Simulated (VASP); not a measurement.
Wanted: the native input for a VASP 6.6.1 run.

```
Task                                : relaxation of the atoms
Functional                          : LDA
Potentials or basis                 : VASP PAW LDA potentials, release 64 (Os_sv_GW, C)
Cutoff                              : 520 eV
k mesh                              : 12 × 12 × 1
Occupations                         : gaussian, width 0.1 eV
Spin                                : no spin polarisation
Dipole correction                   : yes
Atoms held fixed (from 0)           : [0, 1, 2, 3]
Further INCAR settings              : ALGO = Normal; EDIFF = 1e-07; NELMDL = -8; IBRION = 2; EDIFFG = -0.025; NSW = 36
Atoms held along some axes (from 0) : atom 4 along a and b
```

The structure of Os4C lies in POSCAR:

```
Os4C
1.0
    2.7145740629      0.0000000000      0.0000000000
   -1.3572870314      2.3508900989      0.0000000000
    0.0000000000      0.0000000000     21.8661488866
Os C
4 1
Selective dynamics
Direct
    0.6666666667      0.3333333333      0.1829311609  F F F
    0.3333333333      0.6666666667      0.2811020214  F F F
    0.6666666667      0.3333333333      0.3787246389  F F F
    0.3333333333      0.6666666667      0.4740729124  F F F
    1.0000000000      1.0000000000      0.5252034553  F F T
```

The input as run:

INCAR

```
SYSTEM = Os4C
PREC = Accurate
ENCUT = 520
EDIFF = 1E-7
ISMEAR = 0
SIGMA = 0.1
LREAL = .False.
LASPH = .True.
NELM = 120
ALGO = Normal
ISIF = 2
LWAVE = .False.
LCHARG = .False.
LDIPOL = .True.
IDIPOL = 3
DIPOL = 0.5 0.5 0.368
IBRION = 2
NSW = 36
EDIFFG = -0.025
GGA_COMPAT = .False.
NELMIN = 4
NELMDL = -8
```

KPOINTS

```
Automatic mesh
0
Gamma
  12 12 1
  0 0 0
```

Potentials or basis: VASP PAW LDA potentials, release 64 (Os_sv_GW, C).

Command:

```bash
$ cat potpaw_LDA.64/Os_sv_GW/POTCAR potpaw_LDA.64/C/POTCAR > POTCAR
$ mpirun -np 1 vasp_std > vasp.out
```

Results of the run:

| Quantity | Value |
| --- | --- |
| Energy gained by relaxing | 7.9 meV/atom |
| Ionic steps | 3 |
| Band gap on the k mesh | zero (bands 34 and 35 overlap by 2.44 eV) |

Caveat: spin-orbit coupling is left out, which moves the levels of the heavy elements.

It took 8.8 min on 1 thread of Intel(R) Xeon(R) Platinum 8488C (Sapphire Rapids) (shared host), peak memory 0.26 GiB.
